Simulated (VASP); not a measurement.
Wanted: the native input for a VASP 6.6.1 run.

| Quantity | Value |
| --- | --- |
| Task | single point |
| Functional | PBE-based screened hybrid |
| Potentials or basis | VASP PAW PBE potentials, release 64 (Na_pv, La, Mn_pv, Mo_sv, O) |
| Cutoff | 520 eV |
| k mesh | 3 × 3 × 3 |
| Occupations | fermi-dirac, width 0.05 eV |
| Spin | collinear spin, ferromagnetic start |
| Starting moments | [0.0, 0.0, 4.0, 1.0, 0.0, 0.0, 0.0, 0.0, 0.0, 0.0] μB |
| Dipole correction | no |
| Grid for exact exchange (PRECFOCK) | Fast |
| Share of exact exchange | 0.25 |
| Further INCAR settings | ALGO = Normal; EDIFF = 1e-06; NBANDS = 56 |
| Screening parameter | 0.3 1/Å |

Crystal: NaLaMnMoO6.

```
Na La Mn Mo O
1.0
     4.97775   -2.88146    0.02055
     4.97775    2.88146    0.02055
    -3.06086    0.00000    4.59785
Na La Mn Mo O
1 1 1 1 6
Direct
  0.99482 0.99482 0.49994
  0.75307 0.75307 0.78825
  0.25016 0.25016 0.19811
  0.49867 0.49867 0.99722
  0.30338 0.30338 0.61396
  0.32902 0.82850 0.87649
  0.19558 0.63630 0.15354
  0.63630 0.19558 0.15354
  0.82850 0.32902 0.87649
  0.71050 0.71050 0.34246
```

One way to write it, as run:

POSCAR

```
NaLaMnMoO6
1.0
    4.9777500000     -2.8814600000      0.0205500000
    4.9777500000      2.8814600000      0.0205500000
   -3.0608600000      0.0000000000      4.5978500000
Na La Mn Mo O
1 1 1 1 6
Direct
    0.9948200000      0.9948200000      0.4999400000
    0.7530700000      0.7530700000      0.7882500000
    0.2501600000      0.2501600000      0.1981100000
    0.4986700000      0.4986700000      0.9972200000
    0.3033800000      0.3033800000      0.6139600000
    0.3290200000      0.8285000000      0.8764900000
    0.1955800000      0.6363000000      0.1535400000
    0.6363000000      0.1955800000      0.1535400000
    0.8285000000      0.3290200000      0.8764900000
    0.7105000000      0.7105000000      0.3424600000
```

INCAR.step1

```
PREC = Accurate
ENCUT = 520
EDIFF = 1E-5
ISMEAR = -1
SIGMA = 0.05
LREAL = F
LASPH = T
NELM = 150
ALGO = Normal
ISIF = 2
LWAVE = T
ISPIN = 2
MAGMOM = 0 0 4 1 0 0 0 0 0 0
LORBIT = 11
LMAXMIX = 6
GGA = PE
NBANDS = 56
LUSENCCL = F
```

INCAR.step2

```
PREC = Accurate
ENCUT = 520
EDIFF = 1E-6
ISMEAR = -1
SIGMA = 0.05
LREAL = F
LASPH = T
NELM = 150
ALGO = Normal
ISIF = 2
LWAVE = F
LCHARG = T
ISPIN = 2
MAGMOM = 0 0 4 1 0 0 0 0 0 0
LORBIT = 11
LMAXMIX = 6
GGA = PE
LHFCALC = T
AEXX = 0.25
HFSCREEN = 0.3
PRECFOCK = Fast
LELF = T
LVHAR = T
ISTART = 1
NBANDS = 56
LUSENCCL = F
```

KPOINTS

```
regular mesh
0
Gamma
  3 3 3
```

Potentials or basis: VASP PAW PBE potentials, release 64 (Na_pv, La, Mn_pv, Mo_sv, O).

Run with:

```bash
$ cat potpaw_PBE.64/Na_pv/POTCAR potpaw_PBE.64/La/POTCAR potpaw_PBE.64/Mn_pv/POTCAR potpaw_PBE.64/Mo_sv/POTCAR potpaw_PBE.64/O/POTCAR > POTCAR
$ cp INCAR.step1 INCAR
$ mpirun -np 1 vasp_std > vasp.out
$ cp INCAR.step2 INCAR
$ mpirun -np 1 vasp_std > vasp.out
```

Results of the run:

```json
{"Pressure": "-4.1 GPa", "Largest force": "1.134 eV/Å", "Band gap on the k mesh": "2.42 eV, direct", "Net moment": "5.00 μB per cell", "Site moments": "Na -0.00; La +0.01; Mn +4.55; Mo +0.08; O +0.00, +0.01, +0.03 μB", "Valence electrons inside the program's atomic spheres": "Na 6.07; La 8.51; Mn 11.26; Mo 12.19; O 5.02, 5.06, 5.07"}
```

Caveat: the k points lie up to 0.45 Å⁻¹ apart; the PAW data sets were made with another functional, which shifts forces and pressure a little; spin-orbit coupling is left out, which moves the levels of the heavy elements; a cell with one magnetic atom can't hold antiferromagnetic order, which such compounds often take.

It took 47 min on 1 × NVIDIA H100 80GB with 1 thread of AMD EPYC 7R13 Processor (Zen 3), with other jobs on the host, peak memory 1.4 GiB.
